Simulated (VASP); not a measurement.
# Os (I4/mmm) in VASP: a series of runs, part 2 of 3

VASP 6.6.1. The steps go on from the part before.

### Step 3. Single point, r2SCAN

This run uses another cell than the first one, of the same volume but with other edges.

The input, POSCAR:

```
Os
1.0
    0.0000000000      2.0532726884      1.7452817851
    2.0532726884      0.0000000000      1.7452817851
    2.0532726884      2.0532726884      0.0000000000
Os
1
Direct
    0.0000000000      0.0000000000      0.0000000000
```

The input, INCAR.step1:

```
SYSTEM = Os
  ALGO = Normal
  EDIFF = 1E-4
  ENCUT = 520
  GGA = PE
  ISMEAR = 0
  LASPH = .TRUE.
  LCHARG = .FALSE.
  LREAL = .FALSE.
  LWAVE = .TRUE.
  NBANDS = 10
  NELM = 100
  PREC = Accurate
  SIGMA = 0.15
```

The input, INCAR.step2:

```
SYSTEM = Os
  ALGO = Normal
  EDIFF = 1E-6
  ENCUT = 520
  ISIF = 2
  ISMEAR = 0
  ISTART = 1
  LASPH = .TRUE.
  LCHARG = .TRUE.
  LELF = .TRUE.
  LMIXTAU = .TRUE.
  LREAL = .FALSE.
  LVHAR = .TRUE.
  LWAVE = .FALSE.
  METAGGA = R2SCAN
  NBANDS = 10
  NELM = 100
  PREC = Accurate
  SIGMA = 0.15
```

The input, KPOINTS:

```
k-points
0
G
  24 24 24
  0 0 0
```

Potentials or basis: VASP PAW PBE potentials, release 64 (Os).

Command:

```sh
$ cat potpaw_PBE.64/Os/POTCAR > POTCAR
$ cp INCAR.step1 INCAR
$ mpirun -np 1 vasp_std > vasp.out
$ cp INCAR.step2 INCAR
$ mpirun -np 1 vasp_std > vasp.out
```

OUTCAR:

```text
SYSTEM = Os
   EDIFF = 1E-6
   ENCUT = 520
   ISIF = 2
   ISMEAR = 0
   ISTART = 1
   LASPH = .TRUE.
   LREAL = .FALSE.
   METAGGA = R2SCAN
   NELM = 100
   PREC = Accurate

 ion  position               nearest neighbor table
   1  0.000  0.000  0.000-

  LATTYP: Found a body centered tetragonal cell.
 ALAT       =     2.9037660832
 C/A-ratio  =     1.2020815280

  Lattice vectors:

 A1 = (   0.0000000000,  -2.0532726884,  -1.7452817851)
 A2 = (   0.0000000000,   2.0532726884,  -1.7452817851)
 A3 = (   2.0532726884,   0.0000000000,   1.7452817851)

Analysis of symmetry for initial positions (statically):
=====================================================================
 Subroutine PRICEL returns:
 Original cell was already a primitive cell.

 Routine SETGRP: Setting up the symmetry group for a
 body centered tetragonal supercell.

 Subroutine GETGRP returns: Found 16 space group operations
 (whereof 16 operations were pure point group operations)
 out of a pool of 16 trial point group operations.

The static configuration has the point symmetry D_4h.

Analysis of symmetry for dynamics (positions and initial velocities):
=====================================================================
 Subroutine PRICEL returns:
 Original cell was already a primitive cell.

 Routine SETGRP: Setting up the symmetry group for a
 body centered tetragonal supercell.

 Subroutine GETGRP returns: Found 16 space group operations
 (whereof 16 operations were pure point group operations)
 out of a pool of 16 trial point group operations.

The dynamic configuration has the point symmetry D_4h.

 Subroutine INISYM returns: Found 16 space group operations
 (whereof 16 operations are pure point group operations),
 and found     1 'primitive' translations

----------------------------------------------------------------------------------------

                                     Primitive cell

  volume of cell :      14.7160

  direct lattice vectors                    reciprocal lattice vectors
     0.000000000  2.053272688  1.745281785    -0.243513686  0.243513686  0.286486689
     2.053272688  0.000000000  1.745281785     0.243513686 -0.243513686  0.286486689
     2.053272688  2.053272688  0.000000000     0.243513686  0.243513686 -0.286486689

  length of vectors
     2.694798182  2.694798182  2.903766083     0.447964790  0.447964790  0.447964790

  position of ions in fractional coordinates (direct lattice)
     0.000000000  0.000000000  0.000000000

  ion indices of the primitive-cell ions
   primitive index   ion index
                 1           1

----------------------------------------------------------------------------------------

 KPOINTS: k-points

Automatic generation of k-mesh.
 Grid dimensions read from file:
 generate k-points for:   24   24   24

 Generating k-lattice:

  Cartesian coordinates                     Fractional coordinates (reciprocal lattice)
    -0.010146404  0.010146404  0.011936945     0.041666667  0.000000000  0.000000000
     0.010146404 -0.010146404  0.011936945     0.000000000  0.041666667  0.000000000
     0.010146404  0.010146404 -0.011936945    -0.000000000 -0.000000000  0.041666667

  Length of vectors
     0.018665200  0.018665200  0.018665200

  Shift w.r.t. Gamma in fractional coordinates (k-lattice)
     0.000000000  0.000000000  0.000000000

 Subroutine IBZKPT returns following result:
 ===========================================

 Found   1063 irreducible k-points:

 Following reciprocal coordinates:
            Coordinates               Weight
  0.000000  0.000000  0.000000      1.000000
  0.041667  0.000000  0.000000      8.000000
  0.083333 -0.000000  0.000000      8.000000
  0.125000  0.000000  0.000000      8.000000
  0.166667 -0.000000  0.000000      8.000000
  0.208333  0.000000  0.000000      8.000000
[... 16 lines left out ...]
  0.416667  0.041667  0.000000      8.000000
  0.458333  0.041667  0.000000      8.000000
 [... further k-points ...]
   k-points           NKPTS =   1063   k-points in BZ     NKDIM =   1063   number of bands    NBANDS=     10
   number of dos      NEDOS =    301   number of ions     NIONS =      1
   total plane-waves  NPLWV =   9600
   dimension x,y,z NGX =    20 NGY =   20 NGZ =   24
   dimension x,y,z NGXF=    40 NGYF=   40 NGZF=   48
   ions per type =               1
   NGX,Y,Z   is equivalent  to a cutoff of  12.34, 12.34, 13.74 a.u.
   NGXF,Y,Z  is equivalent  to a cutoff of  24.68, 24.68, 27.48 a.u.
 SYSTEM =  Os
   PREC   = accura    normal or accurate (medium, high low for compatibility)
   ISTART =      1    job   : 0-new  1-cont  2-samecut
   ICHARG =      0    charge: 1-file 2-atom 10-const
   ISPIN  =      1    spin polarized calculation?
   LNONCOLLINEAR =      F non collinear calculations
   LSORBIT =      F    spin-orbit coupling
   LASPH  =      T    aspherical Exc in radial PAW
   ENCUT  =  520.0 eV  38.22 Ry    6.18 a.u.   5.01  5.01  5.40*2*pi/ulx,y,z
   NELM   =    100;   NELMIN=  2; NELMDL=  0     # of ELM steps
   EDIFF  = 0.1E-05   stopping-criterion for ELM
   LREAL  =      F    real-space projection
   EDIFFG = 0.1E-04   stopping-criterion for IOM
   NSW    =      0    number of steps for IOM
   IBRION =     -1    ionic relax: 0-MD 1-quasi-New 2-CG
   NFREE  =      0    steps in history (QN), initial steepest desc. (CG)
   ISIF   =      2    stress and relaxation
   ISYM   =      2    0-nonsym 1-usesym 2-fastsym
   POTIM  = 0.5000    time-step for ionic-motion
   TEBEG  =    0.0;   TEEND  =   0.0 temperature during run
   PSTRESS=    0.0 pullay stress
   NELECT =       8.0000    total number of electrons
   NUPDOWN=      -1.0000    fix difference up-down
   EMIN   =  10.00;   EMAX   =-10.00  energy-range for DOS
   EFERMI =   0.00;   METHOD = LEGACY
   ISMEAR =     0;   SIGMA  =   0.15  broadening in eV -4-tet -1-fermi 0-gaus
   EFERMI_NEDOS =   21; number of points for ismear=-14 and -15
   IALGO  =     38    algorithm
   IMIX   =      4    mixing-type and parameters
     AMIX     =   0.40;   BMIX     =  1.00
     AMIX_MAG =   1.60;   BMIX_MAG =  1.00
  volume/ion in A,a.u.               =      14.72        99.31
  Fermi-wavevector in a.u.,A,eV,Ry     =   1.336109  2.524880 24.288947  1.785187
  Thomas-Fermi vector in A             =   2.464761
   LORBIT       =      0    0 simple, 1 ext, 2 COOP (PROOUT), +10 PAW based schemes
   METAGGA = R2SCAN    functional components
   LHFCALC =     F    Hartree Fock is set to
   AEXX    =    0.0000 exact exchange contribution
   IVDW    =     0    specifies the selected vdW correction
   LEPSILON=     F    determine dielectric tensor
   LRPA    =     F    only Hartree local field effects (RPA)
 non-spin polarized calculation
 Gauss-broadening in eV      SIGMA  =   0.15
  energy-cutoff  :      520.00
  volume of cell :       14.72
 maximum number of plane-waves:       426
   NGX = 11   NGY = 11   NGZ = 11

 number of electron       8.0000000 magnetization

 Free energy of the ion-electron system (eV)
  ---------------------------------------------------
  ext. energy  EPLUGINS =         0.00000000
  ---------------------------------------------------
  free energy    TOTEN  =       -52.55724886 eV

  energy without entropy =      -52.54792766  energy(sigma->0) =      -52.55258826

 E-fermi :   8.5096     XC(G=0): -15.0489

 val. band max:        8.5046669928   @ k =  -0.3750   0.1667   0.3750
 cond. band min:       8.5171056025   @ k =  -0.4583   0.1667   0.3333
 fundamental gap:      0.0124386097
 Fermi energy:         8.5095544733

 k-point     1 :       0.0000    0.0000    0.0000
  band No.  band energies     occupation
      1      -2.4488      2.00000
      2       5.0407      2.00000
      3       5.0407      2.00000
      4       6.9124      2.00000
      5       7.0949      2.00000
      6       9.3730      0.00000
      7      23.8830      0.00000
      8      27.4451      0.00000
      9      27.4451      0.00000
     10      33.6455      0.00000
[... 287 lines left out ...]
 k-point    24 :       0.4583    0.0417    0.0000
  band No.  band energies     occupation
      1       0.9180      2.00000
      2       4.3203      2.00000
      3       6.7081      2.00000
      4       7.4746      2.00000
      5      10.2350      0.00000
      6      11.3245      0.00000
      7      17.9317      0.00000
      8      22.9592      0.00000
      9      28.0941      0.00000
     10      31.6927      0.00000

 [... further k-points ...]

------------------------ aborting loop because EDIFF is reached ----------------------------------------

  FORCE on cell =-STRESS in cart. coord.  units (eV):
  Direction    XX          YY          ZZ          XY          YZ          ZX
  --------------------------------------------------------------------------------------
  -------------------------------------------------------------------------------------
  Total       -2.6851706     -2.6851706      2.0872138      0.0000000     -0.0000000      0.0000000
  in kB     -292.3436456   -292.3436456    227.2420534      0.0000000     -0.0000000      0.0000000
  external PRESSURE =    -119.1484126 kB  Pullay stress =       0.0000000 kB

 VOLUME and BASIS-vectors are now :
 -----------------------------------------------------------------------------
  energy-cutoff  :      520.00
  volume of cell :       14.72
      direct lattice vectors                 reciprocal lattice vectors
     0.000000000  2.053272688  1.745281785    -0.243513686  0.243513686  0.286486689
     2.053272688  0.000000000  1.745281785     0.243513686 -0.243513686  0.286486689
     2.053272688  2.053272688  0.000000000     0.243513686  0.243513686 -0.286486689

 POSITION                                       TOTAL-FORCE (eV/Angst)
 -----------------------------------------------------------------------------------
      0.00000      0.00000      0.00000         0.000000      0.000000     -0.000000
 -----------------------------------------------------------------------------------
    total drift:                                0.000000     -0.000000     -0.000000

  FREE ENERGIE OF THE ION-ELECTRON SYSTEM (eV)
  ---------------------------------------------------
  free  energy   TOTEN  =       -52.5572488617 eV

  energy  without entropy=      -52.5479276629  energy(sigma->0) =      -52.55258826
```

Run time: 8.3 min. Hardware: 1 thread of Oxide Virtual Turin-like, shared host; peak memory 0.25 GiB.

What came out:

| Item | Value |
| --- | --- |
| Free energy | -52.5572 eV |
| Pressure | -11.9 GPa |
| Band gap on the k mesh | zero (bands 4 and 5 overlap by 5.05 eV) |

Stress tensor (GPa, compression positive):
```
-29.23   0.00   0.00
  0.00 -29.23   0.00
  0.00   0.00  22.72
```

Caveat: the stress differs along the axes, from -29 to 23 GPa; the PAW data sets were made with another functional, which shifts forces and pressure a little; spin-orbit coupling is left out, which moves the levels of the heavy elements.

### Step 4. Single point, r2SCAN

This run uses another cell than the first one, of the same volume but with other edges.

The input, POSCAR:

```
Os
1.0
    0.0000000000      1.8303150762      2.1963780914
    1.8303150762      0.0000000000      2.1963780914
    1.8303150762      1.8303150762      0.0000000000
Os
1
Direct
    0.0000000000      0.0000000000      0.0000000000
```

The input, INCAR.step1:

```
SYSTEM = Os
PREC = Accurate
ENCUT = 520
ISMEAR = 0
SIGMA = 0.15
LREAL = .False.
LASPH = .True.
NELM = 100
NBANDS = 10
GGA = PE
ALGO = Normal
EDIFF = 1E-4
LWAVE = .True.
LCHARG = .False.
```

The input, INCAR.step2:

```
SYSTEM = Os
PREC = Accurate
ENCUT = 520
EDIFF = 1E-6
ISMEAR = 0
SIGMA = 0.15
LREAL = .False.
LASPH = .True.
NELM = 100
ALGO = Normal
ISIF = 2
LWAVE = .False.
LCHARG = .False.
METAGGA = R2SCAN
LMIXTAU = .True.
NBANDS = 10
ISTART = 1
```

The input, KPOINTS:

```
regular mesh
0
Gamma
  24 24 24
  0 0 0
```

Command:

```sh
$ cat potpaw_PBE.64/Os/POTCAR > POTCAR
$ cp INCAR.step1 INCAR
$ mpirun -np 1 vasp_std > vasp.out
$ cp INCAR.step2 INCAR
$ mpirun -np 1 vasp_std > vasp.out
```

Run time: 7.1 min. Hardware: 1 thread of Oxide Virtual Turin-like, shared host; peak memory 0.25 GiB.

It converged, with:

```
Free energy            : -52.4653 eV
Pressure               : -8.6 GPa
Band gap on the k mesh : zero (bands 4 and 5 overlap by 4.43 eV)
```

Stress tensor (GPa, compression positive):
```
 13.62   0.00   0.00
  0.00  13.62   0.00
  0.00   0.00 -53.02
```

Levels at points of the mesh, in eV from the Fermi level:
```tsv
k point	band 1	band 2	band 3	band 4	band 5	band 6	band 7	band 8	band 9
(0.00, 0.00, 0.00)	-10.93	-4.68	-2.14	-1.80	-1.80	1.60	15.45	17.25	22.80
(0.50, 0.00, 0.00)	-7.62	-4.35	-1.80	-0.22	1.77	2.58	9.16	13.71	20.45
(0.50, 0.50, 0.00)	-7.71	-6.79	-0.14	2.63	2.72	2.72	8.85	14.90	14.90
(0.50, 0.00, 0.50)	-7.48	-6.57	1.33	1.58	3.67	4.41	10.64	12.75	14.04
```

Caveat: the stress differs along the axes, from -53 to 14 GPa; the PAW data sets were made with another functional, which shifts forces and pressure a little; spin-orbit coupling is left out, which moves the levels of the heavy elements.

(Part 2 of 3 ends here.)
